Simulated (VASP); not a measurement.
# Al2Cu (Pm) in VASP: notebook, part 2 of 2

VASP 6.6.1.

**4. Single point, PBE (atoms displaced along several vibrational modes)**

The input, INCAR:

```
SYSTEM = Al2Cu
  ALGO = Fast
  EDIFF = 1E-6
  ENCUT = 520
  GGA = PE
  ISIF = 2
  ISMEAR = 0
  LASPH = .True.
  LCHARG = .False.
  LREAL = .False.
  LWAVE = .False.
  NBANDS = 16
  NELM = 80
  PREC = Accurate
  SIGMA = 0.15
```

The input, KPOINTS:

```
k-points
0
Gamma
  10 10 14
  0 0 0
```

The input, POSCAR:

```
Al2Cu
1.0
    4.1211626268      0.0000000000      0.0000000000
    0.0000000000      4.1211626268      0.0000000000
    0.0000000000      0.0000000000      2.8847334069
Al Cu
2 1
Direct
    0.5022615501      0.0039076392      0.5000000000
   -0.0296032967      0.4827718519      0.5000000000
    0.0116092655      0.0056558685      0.0000000000
```

Potentials or basis: VASP PAW PBE potentials, release 64 (Al, Cu).

Started as:

```console
$ cat potpaw_PBE.64/Al/POTCAR potpaw_PBE.64/Cu/POTCAR > POTCAR
$ mpirun -np 1 vasp_std > vasp.out
```

OUTCAR:

```text
SYSTEM = Al2Cu
   EDIFF = 1E-6
   ENCUT = 520
   GGA = PE
   ISIF = 2
   ISMEAR = 0
   LASPH = .True.
   LREAL = .False.
   NELM = 80
   PREC = Accurate

 ion  position               nearest neighbor table
   1  0.502  0.004  0.500-   3 2.48   3 2.48   3 2.55   3 2.55   2 2.76   2 2.89   2 2.95   2 3.07

   2  0.970  0.483  0.500-   3 2.44   3 2.44   3 2.60   3 2.60   1 2.76   1 2.89   1 2.95   1 3.07

   3  0.012  0.006  0.000-   2 2.44   2 2.44   1 2.48   1 2.48   1 2.55   1 2.55   2 2.60   2 2.60

  LATTYP: Found a simple tetragonal cell.
 ALAT       =     4.1211626268
 C/A-ratio  =     0.6999804832

  Lattice vectors:

 A1 = (   4.1211626268,   0.0000000000,   0.0000000000)
 A2 = (   0.0000000000,   4.1211626268,   0.0000000000)
 A3 = (   0.0000000000,   0.0000000000,   2.8847334069)

Analysis of symmetry for initial positions (statically):
=====================================================================
 Subroutine PRICEL returns:
 Original cell was already a primitive cell.

 Routine SETGRP: Setting up the symmetry group for a
 simple tetragonal supercell.

 Subroutine GETGRP returns: Found  2 space group operations
 (whereof  2 operations were pure point group operations)
 out of a pool of 16 trial point group operations.

The static configuration has the point symmetry C_1h.

Analysis of symmetry for dynamics (positions and initial velocities):
=====================================================================
 Subroutine PRICEL returns:
 Original cell was already a primitive cell.

 Routine SETGRP: Setting up the symmetry group for a
 simple tetragonal supercell.

 Subroutine GETGRP returns: Found  2 space group operations
 (whereof  2 operations were pure point group operations)
 out of a pool of 16 trial point group operations.

The dynamic configuration has the point symmetry C_1h.

 Subroutine INISYM returns: Found  2 space group operations
 (whereof  2 operations are pure point group operations),
 and found     1 'primitive' translations

----------------------------------------------------------------------------------------

                                     Primitive cell

  volume of cell :      48.9943

  direct lattice vectors                    reciprocal lattice vectors
     4.121162627  0.000000000  0.000000000     0.242649973  0.000000000  0.000000000
     0.000000000  4.121162627  0.000000000     0.000000000  0.242649973  0.000000000
     0.000000000  0.000000000  2.884733407     0.000000000  0.000000000  0.346652484

  length of vectors
     4.121162627  4.121162627  2.884733407     0.242649973  0.242649973  0.346652484

  position of ions in fractional coordinates (direct lattice)
     0.502261550  0.003907639  0.500000000
     0.970396703  0.482771852  0.500000000
     0.011609265  0.005655868  0.000000000

  ion indices of the primitive-cell ions
   primitive index   ion index
                 1           1
                 2           2
                 3           3

----------------------------------------------------------------------------------------

 KPOINTS: k-points

Automatic generation of k-mesh.
 Grid dimensions read from file:
 generate k-points for:   10   10   14

 Generating k-lattice:

  Cartesian coordinates                     Fractional coordinates (reciprocal lattice)
     0.024264997  0.000000000  0.000000000     0.100000000  0.000000000  0.000000000
     0.000000000  0.024264997  0.000000000     0.000000000  0.100000000  0.000000000
     0.000000000  0.000000000  0.024760892     0.000000000  0.000000000  0.071428571

  Length of vectors
     0.024264997  0.024264997  0.024760892

  Shift w.r.t. Gamma in fractional coordinates (k-lattice)
     0.000000000  0.000000000  0.000000000

 Subroutine IBZKPT returns following result:
 ===========================================

 Found    416 irreducible k-points:

 Following reciprocal coordinates:
            Coordinates               Weight
  0.000000  0.000000  0.000000      1.000000
  0.100000  0.000000  0.000000      2.000000
  0.000000  0.100000  0.000000      2.000000
  0.200000  0.000000  0.000000      2.000000
  0.000000  0.200000  0.000000      2.000000
  0.300000  0.000000  0.000000      2.000000
[... 16 lines left out ...]
 -0.100000  0.400000  0.000000      2.000000
 -0.400000  0.100000  0.000000      2.000000
 [... further k-points ...]
   k-points           NKPTS =    416   k-points in BZ     NKDIM =    416   number of bands    NBANDS=     16
   number of dos      NEDOS =    301   number of ions     NIONS =      3
   total plane-waves  NPLWV =  24576
   dimension x,y,z NGX =    32 NGY =   32 NGZ =   24
   dimension x,y,z NGXF=    64 NGYF=   64 NGZF=   48
   ions per type =               2   1
   NGX,Y,Z   is equivalent  to a cutoff of  12.91, 12.91, 13.83 a.u.
   NGXF,Y,Z  is equivalent  to a cutoff of  25.82, 25.82, 27.66 a.u.
 SYSTEM =  Al2Cu
   PREC   = accura    normal or accurate (medium, high low for compatibility)
   ISTART =      0    job   : 0-new  1-cont  2-samecut
   ICHARG =      2    charge: 1-file 2-atom 10-const
   ISPIN  =      1    spin polarized calculation?
   LNONCOLLINEAR =      F non collinear calculations
   LSORBIT =      F    spin-orbit coupling
   LASPH  =      T    aspherical Exc in radial PAW
   ENCUT  =  520.0 eV  38.22 Ry    6.18 a.u.   7.66  7.66  5.36*2*pi/ulx,y,z
   NELM   =     80;   NELMIN=  2; NELMDL= -5     # of ELM steps
   EDIFF  = 0.1E-05   stopping-criterion for ELM
   LREAL  =      F    real-space projection
   EDIFFG = 0.1E-04   stopping-criterion for IOM
   NSW    =      0    number of steps for IOM
   IBRION =     -1    ionic relax: 0-MD 1-quasi-New 2-CG
   NFREE  =      0    steps in history (QN), initial steepest desc. (CG)
   ISIF   =      2    stress and relaxation
   ISYM   =      2    0-nonsym 1-usesym 2-fastsym
   POTIM  = 0.5000    time-step for ionic-motion
   TEBEG  =    0.0;   TEEND  =   0.0 temperature during run
   PSTRESS=    0.0 pullay stress
   NELECT =      17.0000    total number of electrons
   NUPDOWN=      -1.0000    fix difference up-down
   EMIN   =  10.00;   EMAX   =-10.00  energy-range for DOS
   EFERMI =   0.00;   METHOD = LEGACY
   ISMEAR =     0;   SIGMA  =   0.15  broadening in eV -4-tet -1-fermi 0-gaus
   EFERMI_NEDOS =   21; number of points for ismear=-14 and -15
   IALGO  =     68    algorithm
   IMIX   =      4    mixing-type and parameters
     AMIX     =   0.40;   BMIX     =  1.00
     AMIX_MAG =   1.60;   BMIX_MAG =  1.00
  volume/ion in A,a.u.               =      16.33       110.21
  Fermi-wavevector in a.u.,A,eV,Ry     =   1.150384  2.173910 18.005716  1.323383
  Thomas-Fermi vector in A             =   2.287048
   LORBIT       =      0    0 simple, 1 ext, 2 COOP (PROOUT), +10 PAW based schemes
   GGA     = PE    functional components
   LHFCALC =     F    Hartree Fock is set to
   AEXX    =    0.0000 exact exchange contribution
   IVDW    =     0    specifies the selected vdW correction
   LEPSILON=     F    determine dielectric tensor
   LRPA    =     F    only Hartree local field effects (RPA)
 non-spin polarized calculation
 RMM-DIIS sequential band-by-band and
 Gauss-broadening in eV      SIGMA  =   0.15
  energy-cutoff  :      520.00
  volume of cell :       48.99
 maximum number of plane-waves:      1339
   NGX = 15   NGY = 15   NGZ = 11

 number of electron      16.9999998 magnetization

 Free energy of the ion-electron system (eV)
  ---------------------------------------------------
  ext. energy  EPLUGINS =         0.00000000
  ---------------------------------------------------
  free energy    TOTEN  =       -11.24380322 eV

  energy without entropy =      -11.23323224  energy(sigma->0) =      -11.23851773

 E-fermi :   7.0603     XC(G=0): -10.3630

 val. band max:        7.0602461441   @ k =  -0.4000   0.4000   0.4286
 cond. band min:       7.0613627493   @ k =  -0.2000   0.3000   0.2857
 fundamental gap:      0.0011166052
 Fermi energy:         7.0603043091

 k-point     1 :       0.0000    0.0000    0.0000
  band No.  band energies     occupation
      1      -3.4033      2.00000
      2       1.7104      2.00000
      3       2.2224      2.00000
      4       2.8631      2.00000
      5       3.0682      2.00000
      6       3.0852      2.00000
[... 433 lines left out ...]
      3       2.1298      2.00000
      4       2.6290      2.00000
      5       2.8370      2.00000
      6       3.0448      2.00000
[... 8 lines left out ...]
     15      16.7738      0.00000
     16      18.6517      0.00000

 [... further k-points ...]

------------------------ aborting loop because EDIFF is reached ----------------------------------------

  FORCE on cell =-STRESS in cart. coord.  units (eV):
  Direction    XX          YY          ZZ          XY          YZ          ZX
  --------------------------------------------------------------------------------------
  -------------------------------------------------------------------------------------
  Total        0.3757940      0.3865968      0.2781617      0.0860337      0.0000000      0.0000000
  in kB       12.2889618     12.6422303      9.0962563      2.8134178      0.0000000      0.0000000
  external PRESSURE =      11.3424828 kB  Pullay stress =       0.0000000 kB

 VOLUME and BASIS-vectors are now :
 -----------------------------------------------------------------------------
  energy-cutoff  :      520.00
  volume of cell :       48.99
      direct lattice vectors                 reciprocal lattice vectors
     4.121162627  0.000000000  0.000000000     0.242649973  0.000000000  0.000000000
     0.000000000  4.121162627  0.000000000     0.000000000  0.242649973  0.000000000
     0.000000000  0.000000000  2.884733407     0.000000000  0.000000000  0.346652484

 POSITION                                       TOTAL-FORCE (eV/Angst)
 -----------------------------------------------------------------------------------
      2.06990      0.01610      1.44237        -0.030678     -0.201482      0.000000
      3.99916      1.98958      1.44237         0.232242      0.819738      0.000000
      0.04784      0.02331      0.00000        -0.201564     -0.618257      0.000000
 -----------------------------------------------------------------------------------
    total drift:                               -0.000422      0.000016     -0.000003

  FREE ENERGIE OF THE ION-ELECTRON SYSTEM (eV)
  ---------------------------------------------------
  free  energy   TOTEN  =       -11.2438032156 eV

  energy  without entropy=      -11.2332322387  energy(sigma->0) =      -11.23851773
```

OSZICAR:

```text
N       E                     dE             d eps       ncg     rms          rms(c)
DAV:   1     0.621912782213E+02    0.62191E+02   -0.68637E+03 13368   0.111E+03
DAV:   2    -0.106662485496E+02   -0.72858E+02   -0.64699E+02 14168   0.201E+02
DAV:   3    -0.132908407793E+02   -0.26246E+01   -0.25636E+01 18008   0.431E+01
DAV:   4    -0.133496653366E+02   -0.58825E-01   -0.58801E-01 16264   0.549E+00
DAV:   5    -0.133527007352E+02   -0.30354E-02   -0.30353E-02 20968   0.140E+00    0.136E+01
RMM:   6    -0.150116311530E+02   -0.16589E+01   -0.32372E+01 16637   0.871E+01    0.117E+01
RMM:   7    -0.113172093003E+02    0.36944E+01   -0.89425E+00 15060   0.492E+01    0.139E+00
RMM:   8    -0.112534674097E+02    0.63742E-01   -0.77447E-01 14424   0.137E+01    0.136E+00
RMM:   9    -0.112428356193E+02    0.10632E-01   -0.98404E-02 16012   0.424E+00    0.393E-01
RMM:  10    -0.112454160159E+02   -0.25804E-02   -0.38586E-02 17110   0.252E+00    0.422E-01
RMM:  11    -0.112434036334E+02    0.20124E-02   -0.12195E-02 17344   0.151E+00    0.762E-02
RMM:  12    -0.112437729775E+02   -0.36934E-03   -0.38137E-03 19048   0.570E-01    0.660E-02
RMM:  13    -0.112437783381E+02   -0.53607E-05   -0.74031E-04 17687   0.324E-01    0.321E-02
RMM:  14    -0.112438002225E+02   -0.21884E-04   -0.42081E-04 20206   0.161E-01    0.112E-02
RMM:  15    -0.112438027314E+02   -0.25089E-05   -0.32787E-05 18870   0.428E-02    0.608E-03
RMM:  16    -0.112438032156E+02   -0.48416E-06   -0.46344E-06 15361   0.212E-02
   1 F= -.11243803E+02 E0= -.11238518E+02  d E =-.105710E-01
```

Run time: 4.5 min. Hardware: 1 thread of Intel Xeon 8259CL, shared host; peak memory 0.42 GiB.

Results:

| Property | Result |
| --- | --- |
| Free energy | -11.2438 eV |
| Pressure | 1.1 GPa |
| Largest force | 0.852 eV/Å |
| Band gap on the k mesh | zero (an odd number of electrons rules out a gap without spin polarisation) |

Forces in eV/Å, atoms in the order of the input:
```
Al  -0.031 -0.201  0.000
Al   0.232  0.820  0.000
Cu  -0.202 -0.618  0.000
```

Stress tensor (GPa, compression positive):
```
1.23 0.28 0.00
0.28 1.26 0.00
0.00 0.00 0.91
```

Caveat: the cell differs from its parent crystal (atoms displaced along several vibrational modes).

**5. The runs side by side**

```csv
cell,gap on the mesh (eV),pressure (GPa),largest force (eV/Å)
"as given, atomic positions A",none,1.6,1.27
"as given, atomic positions B",none,1.7,1.71
"as given, atomic positions C",none,1.1,0.85
```

Alike in all rows: task single point; level PBE; potentials or basis VASP PAW PBE potentials, release 64 (Al, Cu); no spin polarisation; k mesh 10 × 10 × 14; cutoff (eV) 520; smearing gaussian 0.15 eV.

Caveats: forces of over 1 eV/Å act on the atoms, so gaps and moduli don't describe the material at rest (at least some runs).

Total energies depend on the potentials used, so only differences within one code and one set of settings carry meaning.
